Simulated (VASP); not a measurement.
# Y (Pm-3m) in VASP: notebook

Runs on Y. Level: PBEsol. Tasks: single point.

All numbers are computed with VASP 6.6.1; they aren't measurements. Logs are shortened: lines on timing, memory, paths and dates and some standing lists are left out, and cuts for length are marked.

### Step 1. The cell of the first run

The structure is cubic, space group Pm-3m (No. 221). The conventional cell has a = 3.802 Å, b = 3.802 Å, c = 3.802 Å, α = 90.00°, β = 90.00°, γ = 90.00°. Within 5.0 Å of Y (site symmetry m-3m) lie 6 Y at 3.80 Å.

### Step 2. Single point, PBEsol

The input, INCAR:

```
PREC = Accurate
ENCUT = 520
EDIFF = 1E-6
ISMEAR = 0
SIGMA = 0.1
LREAL = False
LASPH = True
NELM = 80
ALGO = Normal
ISIF = 2
LWAVE = False
LCHARG = False
GGA = PS
NBANDS = 12
```

The input, KPOINTS:

```
Automatic mesh
0
Gamma
  6 6 6
```

The input, POSCAR:

```
Y
1.0
    3.8022838393      0.0000000000      0.0000000000
    0.0000000000      3.8022838393      0.0000000000
    0.0000000000      0.0000000000      3.8022838393
Y
1
Direct
    0.0000000000      0.0000000000      0.0000000000
```

Potentials or basis: VASP PAW PBE potentials, release 64 (Y_sv).

The run is started by

```bash
$ cat potpaw_PBE.64/Y_sv/POTCAR > POTCAR
$ mpirun -np 1 vasp_std > vasp.out
```

OUTCAR:

```text
PREC = Accurate
   ENCUT = 520
   EDIFF = 1E-6
   ISMEAR = 0
   LREAL = False
   LASPH = True
   NELM = 80
   ISIF = 2
   GGA = PS

 ion  position               nearest neighbor table
   1  0.000  0.000  0.000-

  LATTYP: Found a simple cubic cell.
 ALAT       =     3.8022838393

  Lattice vectors:

 A1 = (   3.8022838393,   0.0000000000,   0.0000000000)
 A2 = (   0.0000000000,   3.8022838393,   0.0000000000)
 A3 = (   0.0000000000,   0.0000000000,   3.8022838393)

Analysis of symmetry for initial positions (statically):
=====================================================================
 Subroutine PRICEL returns:
 Original cell was already a primitive cell.

 Routine SETGRP: Setting up the symmetry group for a
 simple cubic supercell.

 Subroutine GETGRP returns: Found 48 space group operations
 (whereof 48 operations were pure point group operations)
 out of a pool of 48 trial point group operations.

The static configuration has the point symmetry O_h .

Analysis of symmetry for dynamics (positions and initial velocities):
=====================================================================
 Subroutine PRICEL returns:
 Original cell was already a primitive cell.

 Routine SETGRP: Setting up the symmetry group for a
 simple cubic supercell.

 Subroutine GETGRP returns: Found 48 space group operations
 (whereof 48 operations were pure point group operations)
 out of a pool of 48 trial point group operations.

The dynamic configuration has the point symmetry O_h .

 Subroutine INISYM returns: Found 48 space group operations
 (whereof 48 operations are pure point group operations),
 and found     1 'primitive' translations

----------------------------------------------------------------------------------------

                                     Primitive cell

  volume of cell :      54.9710

  direct lattice vectors                    reciprocal lattice vectors
     3.802283839  0.000000000  0.000000000     0.262999829  0.000000000  0.000000000
     0.000000000  3.802283839  0.000000000     0.000000000  0.262999829  0.000000000
     0.000000000  0.000000000  3.802283839     0.000000000  0.000000000  0.262999829

  length of vectors
     3.802283839  3.802283839  3.802283839     0.262999829  0.262999829  0.262999829

  position of ions in fractional coordinates (direct lattice)
     0.000000000  0.000000000  0.000000000

  ion indices of the primitive-cell ions
   primitive index   ion index
                 1           1

----------------------------------------------------------------------------------------

 KPOINTS: Automatic mesh

Automatic generation of k-mesh.
 Grid dimensions read from file:
 generate k-points for:    6    6    6

 Generating k-lattice:

  Cartesian coordinates                     Fractional coordinates (reciprocal lattice)
     0.043833305  0.000000000  0.000000000     0.166666667  0.000000000  0.000000000
     0.000000000  0.043833305  0.000000000     0.000000000  0.166666667  0.000000000
     0.000000000  0.000000000  0.043833305     0.000000000  0.000000000  0.166666667

  Length of vectors
     0.043833305  0.043833305  0.043833305

  Shift w.r.t. Gamma in fractional coordinates (k-lattice)
     0.000000000  0.000000000  0.000000000

 Subroutine IBZKPT returns following result:
 ===========================================

 Found     20 irreducible k-points:

 Following reciprocal coordinates:
            Coordinates               Weight
  0.000000  0.000000  0.000000      1.000000
  0.166667  0.000000  0.000000      6.000000
  0.333333  0.000000  0.000000      6.000000
  0.500000  0.000000  0.000000      3.000000
  0.166667  0.166667  0.000000     12.000000
  0.333333  0.166667  0.000000     24.000000
[... 12 lines left out ...]
  0.500000  0.500000  0.333333      6.000000
  0.500000  0.500000  0.500000      1.000000
   k-points           NKPTS =     20   k-points in BZ     NKDIM =     20   number of bands    NBANDS=     12
   number of dos      NEDOS =    301   number of ions     NIONS =      1
   total plane-waves  NPLWV =  21952
   dimension x,y,z NGX =    28 NGY =   28 NGZ =   28
   dimension x,y,z NGXF=    56 NGYF=   56 NGZF=   56
   ions per type =               1
   NGX,Y,Z   is equivalent  to a cutoff of  12.24, 12.24, 12.24 a.u.
   NGXF,Y,Z  is equivalent  to a cutoff of  24.48, 24.48, 24.48 a.u.
 SYSTEM =  unknown system
   PREC   = accura    normal or accurate (medium, high low for compatibility)
   ISTART =      0    job   : 0-new  1-cont  2-samecut
   ICHARG =      2    charge: 1-file 2-atom 10-const
   ISPIN  =      1    spin polarized calculation?
   LNONCOLLINEAR =      F non collinear calculations
   LSORBIT =      F    spin-orbit coupling
   LASPH  =      T    aspherical Exc in radial PAW
   ENCUT  =  520.0 eV  38.22 Ry    6.18 a.u.   7.07  7.07  7.07*2*pi/ulx,y,z
   NELM   =     80;   NELMIN=  2; NELMDL= -5     # of ELM steps
   EDIFF  = 0.1E-05   stopping-criterion for ELM
   LREAL  =      F    real-space projection
   EDIFFG = 0.1E-04   stopping-criterion for IOM
   NSW    =      0    number of steps for IOM
   IBRION =     -1    ionic relax: 0-MD 1-quasi-New 2-CG
   NFREE  =      0    steps in history (QN), initial steepest desc. (CG)
   ISIF   =      2    stress and relaxation
   ISYM   =      2    0-nonsym 1-usesym 2-fastsym
   POTIM  = 0.5000    time-step for ionic-motion
   TEBEG  =    0.0;   TEEND  =   0.0 temperature during run
   PSTRESS=    0.0 pullay stress
   NELECT =      11.0000    total number of electrons
   NUPDOWN=      -1.0000    fix difference up-down
   EMIN   =  10.00;   EMAX   =-10.00  energy-range for DOS
   EFERMI =   0.00;   METHOD = LEGACY
   ISMEAR =     0;   SIGMA  =   0.10  broadening in eV -4-tet -1-fermi 0-gaus
   EFERMI_NEDOS =   21; number of points for ismear=-14 and -15
   IALGO  =     38    algorithm
   IMIX   =      4    mixing-type and parameters
     AMIX     =   0.40;   BMIX     =  1.00
     AMIX_MAG =   1.60;   BMIX_MAG =  1.00
  volume/ion in A,a.u.               =      54.97       370.96
  Fermi-wavevector in a.u.,A,eV,Ry     =   0.957549  1.809506 12.475194  0.916901
  Thomas-Fermi vector in A             =   2.086577
   LORBIT       =      0    0 simple, 1 ext, 2 COOP (PROOUT), +10 PAW based schemes
   GGA     = PS    functional components
   LHFCALC =     F    Hartree Fock is set to
   AEXX    =    0.0000 exact exchange contribution
   IVDW    =     0    specifies the selected vdW correction
   LEPSILON=     F    determine dielectric tensor
   LRPA    =     F    only Hartree local field effects (RPA)
 non-spin polarized calculation
 Gauss-broadening in eV      SIGMA  =   0.10
  energy-cutoff  :      520.00
  volume of cell :       54.97
 maximum number of plane-waves:      1498
   NGX = 15   NGY = 15   NGZ = 15

 number of electron      10.9999998 magnetization

 Free energy of the ion-electron system (eV)
  ---------------------------------------------------
  ext. energy  EPLUGINS =         0.00000000
  ---------------------------------------------------
  free energy    TOTEN  =        -5.37869889 eV

  energy without entropy =       -5.36391885  energy(sigma->0) =       -5.37130887

 E-fermi :   0.7409     XC(G=0):  -7.6717

 val. band max:        0.7101655834   @ k =   0.1667   0.1667   0.0000
 cond. band min:       0.7841679378   @ k =   0.3333   0.0000   0.0000
 fundamental gap:      0.0740023544
 Fermi energy:         0.7408751636

 k-point     1 :       0.0000    0.0000    0.0000
  band No.  band energies     occupation
      1     -43.1861      2.00000
      2     -23.0297      2.00000
      3     -23.0297      2.00000
      4     -23.0297      2.00000
      5      -2.9503      2.00000
      6       0.4983      1.99940
      7       0.4983      1.99940
      8       3.8402      0.00000
      9       3.8402      0.00000
     10       3.8402      0.00000
     11       8.0224      0.00000
     12       8.0224      0.00000

 k-point     2 :       0.1667    0.0000    0.0000
  band No.  band energies     occupation
      1     -43.1838      2.00000
      2     -23.0688      2.00000
      3     -23.0265      2.00000
      4     -23.0265      2.00000
      5      -2.6086      2.00000
      6       0.5887      1.96858
      7       0.6782      1.62489
      8       3.4338      0.00000
      9       3.4338      0.00000
     10       3.8703      0.00000
     11       6.5489      0.00000
     12       8.6918      0.00000

 k-point     3 :       0.3333    0.0000    0.0000
  band No.  band energies     occupation
      1     -43.1791      2.00000
      2     -23.1461      2.00000
      3     -23.0202      2.00000
      4     -23.0202      2.00000
      5      -1.7348      2.00000
      6       0.7842      0.54037
      7       0.8075      0.34619
      8       2.8206      0.00000
      9       2.8206      0.00000
     10       3.9319      0.00000
     11       5.1874      0.00000
     12       9.7536      0.00000

 k-point     4 :       0.5000    0.0000    0.0000
  band No.  band energies     occupation
      1     -43.1768      2.00000
      2     -23.1842      2.00000
      3     -23.0170      2.00000
      4     -23.0170      2.00000
      5      -1.0210      2.00000
      6       0.4701      1.99987
      7       0.8905      0.03428
      8       2.5705      0.00000
      9       2.5705      0.00000
     10       3.9634      0.00000
     11       5.0129      0.00000
     12       9.1943      0.00000

 k-point     5 :       0.1667    0.1667    0.0000
  band No.  band energies     occupation
      1     -43.1815      2.00000
      2     -23.0664      2.00000
      3     -23.0644      2.00000
      4     -23.0234      2.00000
      5      -2.2691      2.00000
      6       0.7102      1.33593
      7       0.8568      0.10103
      8       2.9351      0.00000
      9       3.4057      0.00000
     10       3.5592      0.00000
     11       7.0914      0.00000
     12       7.1833      0.00000
[... 168 lines left out ...]
      1     -43.1654      2.00000
      2     -23.1244      2.00000
      3     -23.1217      2.00000
      4     -23.1217      2.00000
      5       0.1675      2.00000
      6       1.2644      0.00000
      7       1.2644      0.00000
      8       2.6634      0.00000
      9       2.7167      0.00000
     10       2.7167      0.00000
     11       7.2175      0.00000
     12       7.2201      0.00000

 k-point    18 :       0.5000    0.3333    0.3333
  band No.  band energies     occupation
      1     -43.1631      2.00000
      2     -23.1592      2.00000
      3     -23.1196      2.00000
      4     -23.1179      2.00000
      5       0.4581      1.99994
      6       1.0491      0.00001
      7       1.0600      0.00001
      8       2.7229      0.00000
      9       2.7410      0.00000
     10       4.4816      0.00000
     11       5.1849      0.00000
     12       7.1314      0.00000

 k-point    19 :       0.5000    0.5000    0.3333
  band No.  band energies     occupation
      1     -43.1608      2.00000
      2     -23.1551      2.00000
      3     -23.1551      2.00000
      4     -23.1149      2.00000
      5       0.4744      1.99984
      6       0.9616      0.00180
      7       0.9616      0.00180
      8       2.7409      0.00000
      9       4.6974      0.00000
     10       4.7970      0.00000
     11       4.7970      0.00000
     12       6.1059      0.00000

 k-point    20 :       0.5000    0.5000    0.5000
  band No.  band energies     occupation
      1     -43.1585      2.00000
      2     -23.1510      2.00000
      3     -23.1510      2.00000
      4     -23.1510      2.00000
      5       0.6905      1.52380
      6       0.6905      1.52380
      7       0.6905      1.52380
      8       4.7175      0.00000
      9       4.7175      0.00000
     10       5.1673      0.00000
     11       5.1673      0.00000
     12       5.1673      0.00000

------------------------ aborting loop because EDIFF is reached ----------------------------------------

  FORCE on cell =-STRESS in cart. coord.  units (eV):
  Direction    XX          YY          ZZ          XY          YZ          ZX
  --------------------------------------------------------------------------------------
  -------------------------------------------------------------------------------------
  Total       -2.2212045     -2.2212045     -2.2212045     -0.0000000      0.0000000      0.0000000
  in kB      -64.7389312    -64.7389312    -64.7389312     -0.0000000      0.0000000      0.0000000
  external PRESSURE =     -64.7389312 kB  Pullay stress =       0.0000000 kB

 VOLUME and BASIS-vectors are now :
 -----------------------------------------------------------------------------
  energy-cutoff  :      520.00
  volume of cell :       54.97
      direct lattice vectors                 reciprocal lattice vectors
     3.802283839  0.000000000  0.000000000     0.262999829  0.000000000  0.000000000
     0.000000000  3.802283839  0.000000000     0.000000000  0.262999829  0.000000000
     0.000000000  0.000000000  3.802283839     0.000000000  0.000000000  0.262999829

 POSITION                                       TOTAL-FORCE (eV/Angst)
 -----------------------------------------------------------------------------------
      0.00000      0.00000      0.00000         0.000000      0.000000      0.000000
 -----------------------------------------------------------------------------------
    total drift:                               -0.000000     -0.000000     -0.000000

  FREE ENERGIE OF THE ION-ELECTRON SYSTEM (eV)
  ---------------------------------------------------
  free  energy   TOTEN  =        -5.3786988932 eV

  energy  without entropy=       -5.3639188497  energy(sigma->0) =       -5.37130887
```

It took 8.4 s on 1 thread of Intel Xeon 6975P-C (Granite Rapids), shared host; peak memory 0.16 GiB.

What came out:

- Free energy: -5.3787 eV
- Pressure: -6.5 GPa

Caveat: the PAW data sets were made with another functional, which shifts forces and pressure a little.

(Part 1 of 2 ends here.)
